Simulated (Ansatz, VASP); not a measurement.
# KF in VASP and in Ansatz

The input INCAR:

```
PREC = Accurate
ENCUT = 600
EDIFF = 1E-6
ISMEAR = 0
SIGMA = 0.01
LREAL = F
LASPH = T
NELM = 120
ALGO = Normal
ISIF = 2
LWAVE = F
LCHARG = F
GGA = PS
NBANDS = 15
GGA_COMPAT = F
```

File KPOINTS:

```
Automatic mesh
0
Gamma
  8 8 8
```

Contents of POSCAR:

```
KF
1.0
    2.6541874404      2.6541874404      0.0000000000
   -2.6541874404      2.6541874404      0.0000000000
    0.0000000000      2.6541874404      2.6541874404
K F
1 1
Direct
    0.0000000000      0.0000000000      0.0000000000
    0.5000000000      0.5000000000      0.0000000000
```

Input for Ansatz:

```yaml
crystal:
  lattice:
    - [2.65418744043, 2.65418744043, 0.0]
    - [-2.65418744043, 2.65418744043, 0.0]
    - [0.0, 2.65418744043, 2.65418744043]
  atoms:
    - { symbol: K, position: [0.0, 0.0, 0.0] }
    - { symbol: F, position: [0.5, 0.5, 0.0] }
kpoints:
  mp_grid: { grid: [8, 8, 8] }
scf:
  occupations: { method: fixed }
hamiltonian:
  xc: pbesol
  pseudopotentials: { kind: all_electron, lapw: { basis_error: 0.001 } }
output:
  forces: true
  stress: true
  eigenvalues: true
  eigenstates:
    nscf_kmesh: { grid: [12, 12, 12] }
    de_dk: true
    e_range: [-9, 16.14665750022]
checkpoint:
  write: ck
  write_wavefunctions: false
```

Alike in both runs: task single point; functional PBEsol; k mesh 8 × 8 × 8; no spin polarisation.

|  | VASP | Ansatz |
| --- | --- | --- |
| version | VASP 6.6.1 | Ansatz 0.2.0 |
| potentials or method | VASP PAW PBE potentials, release 64 (K_sv, F), cutoff 600 eV | all-electron LAPW, scalar-relativistic |
| occupations | gaussian, width 0.01 eV | fixed |

```csv
,VASP,Ansatz,Ansatz less VASP
gap on the k mesh at the Fermi level (eV),6.13,6.14,+0.010
pressure (GPa),0.0,0.0,-0.05
```

VASP's potentials were made for PBE, not for PBEsol. Ansatz ran all-electron here, and VASP with PAW potentials.
